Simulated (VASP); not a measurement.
# P (Cmce) in VASP: a series of runs

P is run at these levels: PBE+D3(BJ); tasks: single point, relaxation of cell and atoms.

Everything below comes from runs of VASP 6.6.1. Logs are shortened: lines on timing, memory, paths and dates and some standing lists are left out, and cuts for length are marked.

## Step 1: The cell of the first run

It takes space group Cmce (No. 64, orthorhombic). The conventional cell has a = 3.322 Å, b = 10.208 Å, c = 4.166 Å, α = 90.00°, β = 90.00°, γ = 90.00°. Within 2.9 Å of P (site symmetry m) lie 3 P at 2.23 to 2.25 Å.

## Step 2: Single point, PBE+D3(BJ)

File INCAR:

```
SYSTEM = P
PREC = Accurate ; ENCUT = 520
EDIFF = 1E-7 ; ISMEAR = 0
SIGMA = 0.01 ; LREAL = .FALSE.
LASPH = .TRUE. ; NELM = 80
ALGO = Normal ; ISIF = 2
LWAVE = .FALSE. ; LCHARG = .TRUE.
GGA = PE ; IVDW = 12
LELF = .TRUE. ; LVHAR = .TRUE.
NBANDS = 18
```

File KPOINTS:

```
regular mesh
0
G
  10 10 8
  0 0 0
```

File POSCAR:

```
P
1.0
    1.6612292982     -5.1042157821      0.0000000000
    1.6612292982      5.1042157821      0.0000000000
    0.0000000000      0.0000000000      4.1659046606
P
4
Direct
    0.8937544183      0.1062455817      0.0719645273
    0.6062455817      0.3937544183      0.5719645273
    0.1062455817      0.8937544183      0.9280354727
    0.3937544183      0.6062455817      0.4280354727
```

Potentials or basis: VASP PAW PBE potentials, release 64 (P).

Run with:

```sh
cat potpaw_PBE.64/P/POTCAR > POTCAR
mpirun -np 1 vasp_std > vasp.out
```

OUTCAR:

```text
SYSTEM = P
   PREC = Accurate
   ENCUT = 520
   EDIFF = 1E-7
   ISMEAR = 0
   LREAL = .FALSE.
   LASPH = .TRUE.
   NELM = 80
   ISIF = 2
   GGA = PE
   IVDW = 12
 IVDW          = 12

 ion  position               nearest neighbor table
   1  0.894  0.106  0.072-   4 2.23   4 2.23   3 2.25
   2  0.606  0.394  0.572-   3 2.23   3 2.23   4 2.25
   3  0.106  0.894  0.928-   2 2.23   2 2.23   1 2.25
   4  0.394  0.606  0.428-   1 2.23   1 2.23   2 2.25

  LATTYP: Found a base centered orthorhombic cell.
 ALAT       =     3.3224585964
 B/A-ratio  =     3.0725534323
 C/A-ratio  =     1.2538620241

  Lattice vectors:

 A1 = (   1.6612292982,  -5.1042157821,   0.0000000000)
 A2 = (   1.6612292982,   5.1042157821,   0.0000000000)
 A3 = (   0.0000000000,   0.0000000000,   4.1659046606)

Analysis of symmetry for initial positions (statically):
=====================================================================
 Subroutine PRICEL returns:
 Original cell was already a primitive cell.

 Routine SETGRP: Setting up the symmetry group for a
 base centered orthorhombic supercell.

 Subroutine GETGRP returns: Found  8 space group operations
 (whereof  4 operations were pure point group operations)
 out of a pool of  8 trial point group operations.

The static configuration has the point symmetry C_2h.
 The point group associated with its full space group is D_2h.

Analysis of symmetry for dynamics (positions and initial velocities):
=====================================================================
 Subroutine PRICEL returns:
 Original cell was already a primitive cell.

 Routine SETGRP: Setting up the symmetry group for a
 base centered orthorhombic supercell.

 Subroutine GETGRP returns: Found  8 space group operations
 (whereof  4 operations were pure point group operations)
 out of a pool of  8 trial point group operations.

The dynamic configuration has the point symmetry C_2h.
 The point group associated with its full space group is D_2h.

 Subroutine INISYM returns: Found  8 space group operations
 (whereof  4 operations are pure point group operations),
 and found     1 'primitive' translations

----------------------------------------------------------------------------------------

                                     Primitive cell

  volume of cell :      70.6477

[... 91 lines left out ...]
   NELM   =     80;   NELMIN=  2; NELMDL= -5     # of ELM steps
   EDIFF  = 0.1E-06   stopping-criterion for ELM
   LREAL  =      F    real-space projection
   EDIFFG = 0.1E-05   stopping-criterion for IOM
   NSW    =      0    number of steps for IOM
   IBRION =     -1    ionic relax: 0-MD 1-quasi-New 2-CG
   NFREE  =      0    steps in history (QN), initial steepest desc. (CG)
   ISIF   =      2    stress and relaxation
   ISYM   =      2    0-nonsym 1-usesym 2-fastsym
   POTIM  = 0.5000    time-step for ionic-motion
   TEBEG  =    0.0;   TEEND  =   0.0 temperature during run
   PSTRESS=    0.0 pullay stress
   NELECT =      20.0000    total number of electrons
   NUPDOWN=      -1.0000    fix difference up-down
   EMIN   =  10.00;   EMAX   =-10.00  energy-range for DOS
   EFERMI =   0.00;   METHOD = LEGACY
   ISMEAR =     0;   SIGMA  =   0.01  broadening in eV -4-tet -1-fermi 0-gaus
   EFERMI_NEDOS =   21; number of points for ismear=-14 and -15
   IALGO  =     38    algorithm
   IMIX   =      4    mixing-type and parameters
     AMIX     =   0.40;   BMIX     =  1.00
     AMIX_MAG =   1.60;   BMIX_MAG =  1.00
  volume/ion in A,a.u.               =      17.66       119.19
  Fermi-wavevector in a.u.,A,eV,Ry     =   1.074943  2.031348 15.721571  1.155503
  Thomas-Fermi vector in A             =   2.210786
   LORBIT       =      0    0 simple, 1 ext, 2 COOP (PROOUT), +10 PAW based schemes
   GGA     = PE    functional components
   LHFCALC =     F    Hartree Fock is set to
   AEXX    =    0.0000 exact exchange contribution
   IVDW    =    12    specifies the selected vdW correction
   LEPSILON=     F    determine dielectric tensor
   LRPA    =     F    only Hartree local field effects (RPA)
 non-spin polarized calculation
 Gauss-broadening in eV      SIGMA  =   0.01
  energy-cutoff  :      520.00
  volume of cell :       70.65
 maximum number of plane-waves:      1918
   NGX = 19   NGY = 19   NGZ = 15

 number of electron      19.9999998 magnetization

 Free energy of the ion-electron system (eV)
  ---------------------------------------------------
  ext. energy  EPLUGINS =         0.00000000
  ---------------------------------------------------
  free energy    TOTEN  =       -21.37807795 eV

  energy without entropy =      -21.37803984  energy(sigma->0) =      -21.37805890

 E-fermi :   7.4593     XC(G=0): -10.2559

 val. band max:        7.3675117523   @ k =  -0.4000   0.3000   0.0000
 cond. band min:       7.4608157347   @ k =   0.4000   0.4000   0.0000
 fundamental gap:      0.0933039825
 Fermi energy:         7.4592595905

 k-point     1 :       0.0000    0.0000    0.0000
  band No.  band energies     occupation
      1      -8.6098      2.00000
      2      -5.2707      2.00000
      3      -1.7503      2.00000
      4       0.0982      2.00000
      5       2.2840      2.00000
      6       3.1216      2.00000
[... 481 lines left out ...]
      5       1.8572      2.00000
      6       2.2832      2.00000
[... 10 lines left out ...]
     17      13.6344      0.00000
     18      14.3317      0.00000

 [... further k-points ...]

------------------------ aborting loop because EDIFF is reached ----------------------------------------

 Edisp (eV)   -1.58958

 E8    (eV) :    -0.6019

  FORCE on cell =-STRESS in cart. coord.  units (eV):
  Direction    XX          YY          ZZ          XY          YZ          ZX
  --------------------------------------------------------------------------------------
  -------------------------------------------------------------------------------------
  Total      -0.16587    -0.18178    -0.15405     0.00000     0.00000     0.00000
  in kB      -3.76157    -4.12254    -3.49352     0.00000     0.00000     0.00000
  external pressure =       -3.79 kB  Pullay stress =        0.00 kB

 VOLUME and BASIS-vectors are now :
 -----------------------------------------------------------------------------
  energy-cutoff  :      520.00
  volume of cell :       70.65
      direct lattice vectors                 reciprocal lattice vectors
     1.661229298 -5.104215782  0.000000000     0.300981930 -0.097958241  0.000000000
     1.661229298  5.104215782  0.000000000     0.300981930  0.097958241  0.000000000
     0.000000000  0.000000000  4.165904661     0.000000000  0.000000000  0.240043900

 POSITION                                       TOTAL-FORCE (eV/Angst)
 -----------------------------------------------------------------------------------
      1.66123     -4.01962      0.29980         0.000000     -0.038135      0.042368
      1.66123     -1.08460      2.38275         0.000000      0.038135      0.042368
      1.66123      4.01962      3.86611         0.000000      0.038135     -0.042368
      1.66123      1.08460      1.78315         0.000000     -0.038135     -0.042368
 -----------------------------------------------------------------------------------
    total drift:                                0.000000      0.000000     -0.000000

  FREE ENERGIE OF THE ION-ELECTRON SYSTEM (eV)
  ---------------------------------------------------
  free  energy   TOTEN  =       -22.9676550815 eV

  energy  without entropy=      -22.9676169722  energy(sigma->0) =      -22.96763603
```

Wall time 96 s (1 thread of Intel Xeon 6975P-C (Granite Rapids), shared host); peak memory 0.3 GiB.

What came out:

```
Free energy                : -22.9677 eV
Pressure                   : -0.4 GPa
Largest force              : 0.057 eV/Å
Band gap on the k mesh     : zero (bands 10 and 11 overlap by 0.07 eV)
Dispersion energy per atom : -0.397 eV
```

Forces in eV/Å, atoms in the order of the input:
```
P    0.000 -0.038  0.042
P    0.000  0.038  0.042
P    0.000  0.038 -0.042
P    0.000 -0.038 -0.042
```

Levels at points of the mesh, in eV from the Fermi level:
```tsv
k point	band 7	band 8	band 9	band 10	band 11	band 12	band 13	band 14
(0.00, 0.00, 0.00)	-4.15	-2.94	-2.73	-1.44	0.96	1.17	1.83	3.38
(0.50, 0.00, 0.00)	-3.28	-3.28	-2.73	-2.73	0.74	0.74	1.02	1.02
(0.50, 0.50, 0.00)	-4.43	-2.24	-1.90	-0.44	0.39	0.59	2.40	3.09
(0.00, 0.00, 0.50)	-3.16	-3.16	-0.94	-0.94	1.40	1.40	2.15	2.15
(0.50, 0.00, 0.50)	-5.82	-5.82	-2.18	-2.18	1.54	1.54	4.68	4.68
(0.50, 0.50, 0.50)	-2.50	-2.50	-1.32	-1.32	1.26	1.26	2.66	2.66
```

## Step 3: Single point, PBE+D3(BJ)

This run uses another cell than the first one, of 17.59 Å³/atom.

File INCAR:

```
SYSTEM = P
PREC     = Accurate       ! precision mode
ENCUT    = 520            ! plane-wave cutoff, eV
EDIFF    = 1E-6           ! SCF threshold, eV
ISMEAR   = 0              ! smearing method
SIGMA    = 0.1            ! smearing width, eV
LREAL    = .FALSE.        ! projectors in reciprocal space
LASPH    = .TRUE.         ! aspherical terms in the spheres
NELM     = 80             ! most SCF steps
ALGO     = Normal         ! electronic algorithm
ISIF     = 2              ! what is computed and relaxed
LWAVE    = .FALSE.        ! write WAVECAR
LCHARG   = .FALSE.        ! write CHGCAR
GGA      = PE             ! functional
IVDW     = 12             ! dispersion correction
NBANDS   = 18             ! bands
```

File KPOINTS:

```
regular mesh
0
G
  12 12 8
  0 0 0
```

File POSCAR:

```
P
1.0
    1.6603629798     -5.0871519482      0.0000000000
    1.6603629798      5.0871519482      0.0000000000
    0.0000000000      0.0000000000      4.1652865537
P
4
Direct
    0.8933789457      0.1066210543      0.0718229999
    0.6066210543      0.3933789457      0.5718229999
    0.1066210543      0.8933789457      0.9281770001
    0.3933789457      0.6066210543      0.4281770001
```

Potentials or basis: VASP PAW PBE potentials, release 64 (P).

Run with:

```sh
cat potpaw_PBE.64/P/POTCAR > POTCAR
mpirun -np 1 vasp_std > vasp.out
```

Run time: 2.4 min. Hardware: 1 thread of Intel Xeon 6975P-C (Granite Rapids), shared host; peak memory 0.34 GiB.

Results (log left out):

```yaml
Free_energy: -22.9686 eV
Pressure: -0.3 GPa
Largest_force: 0.066 eV/Å
Band_gap_on_the_k_mesh: zero (bands 10 and 11 overlap by 0.18 eV)
Dispersion_energy_per_atom: -0.399 eV
```

Forces in eV/Å, atoms in the order of the input:
```
P    0.000 -0.049  0.045
P    0.000  0.049  0.045
P    0.000  0.049 -0.045
P    0.000 -0.049 -0.045
```

Levels at points of the mesh, in eV from the Fermi level:
| k point | band 7 | band 8 | band 9 | band 10 | band 11 | band 12 | band 13 | band 14 |
| --- | --- | --- | --- | --- | --- | --- | --- | --- |
| (0.00, 0.00, 0.00) | -4.08 | -2.88 | -2.68 | -1.40 | 1.02 | 1.25 | 1.89 | 3.45 |
| (0.50, 0.00, 0.00) | -3.22 | -3.22 | -2.68 | -2.68 | 0.78 | 0.78 | 1.08 | 1.08 |
| (0.50, 0.50, 0.00) | -4.37 | -2.17 | -1.83 | -0.38 | 0.45 | 0.67 | 2.47 | 3.15 |
| (0.00, 0.00, 0.50) | -3.09 | -3.09 | -0.87 | -0.87 | 1.46 | 1.46 | 2.20 | 2.20 |
| (0.50, 0.00, 0.50) | -5.77 | -5.77 | -2.12 | -2.12 | 1.60 | 1.60 | 4.74 | 4.74 |
| (0.50, 0.50, 0.50) | -2.42 | -2.42 | -1.25 | -1.25 | 1.32 | 1.32 | 2.72 | 2.72 |

[end of part 1 of 2]

The gap in the log of VASP goes by the Fermi energy; the results here count the filled bands.